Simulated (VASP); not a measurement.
Here is a VASP 6.6.1 calculation.

File INCAR:

```
  PREC = Accurate
  ENCUT = 520
  EDIFF = 1E-6
  ISMEAR = 0
  SIGMA = 0.1
  LREAL = False
  LASPH = True
  NELM = 60
  ALGO = Normal
  ISIF = 2
  LWAVE = False
  LCHARG = True
  GGA = PE
  LELF = True
  LVHAR = True
  NBANDS = 26
```

Contents of KPOINTS:

```
Automatic mesh
0
Gamma
  6 6 6
```

File POSCAR:

```
Zn3H
1.0
    0.0000000000      2.9276351700      2.9276351700
    2.9276351700      0.0000000000      2.9276351700
    2.9276351700      2.9276351700      0.0000000000
Zn H
3 1
Direct
    0.5000000000      0.5000000000      0.5000000000
    0.2500000000      0.2500000000      0.2500000000
    0.7500000000      0.7500000000      0.7500000000
    0.0000000000      0.0000000000      0.0000000000
```

Potentials or basis: VASP PAW PBE potentials, release 64 (Zn, H).

Run with:

```console
$ cat potpaw_PBE.64/Zn/POTCAR potpaw_PBE.64/H/POTCAR > POTCAR
$ mpirun -np 1 vasp_std > vasp.out
```

Question: What does it give for the band gap on the k mesh?

Answer: Zero (an odd number of electrons rules out a gap without spin polarisation).

Question: What does it give for the pressure?

Answer: 4.9 GPa.

Caveat: the cell stands under pressure.
